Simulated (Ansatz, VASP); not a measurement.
**Two plane-wave programs on Cs4Ti**

```
CELL_PARAMETERS angstrom
7.30455 0.00000 0.00000
-3.65228 6.32593 0.00000
0.00000 0.00000 9.61759
ATOMIC_POSITIONS crystal
Cs 0.33333 0.66667 0.77319
Cs 0.33333 0.66667 0.22681
Cs 0.66667 0.33333 0.22681
Cs 0.66667 0.33333 0.77319
Ti 0.00000 0.00000 0.00000
```

Alike in both runs: functional PBE; k mesh 3 × 3 × 2; occupations gaussian, width 0.1 eV; no spin polarisation.

Ansatz relaxed the structure, and its values are those at the end. VASP's run is a single point on that final structure, the one shown.

|  | VASP | Ansatz |
| --- | --- | --- |
| version | VASP 6.6.1 | Ansatz 0.2.0 |
| potentials or method | VASP PAW PBE potentials, release 64 (Cs_sv, Ti_sv), cutoff 520 eV | scalar-relativistic, plane waves, PAW |
| valence electrons in the cell | 48 | 48 |

```csv
,VASP,Ansatz,Ansatz less VASP
gap on the k mesh at the Fermi level (eV),none,none,-
pressure (GPa),0.0,0.0,0.00
```

A gap of «none» marks a metal or a gap that the smearing closes.

Spin-orbit coupling is off throughout.
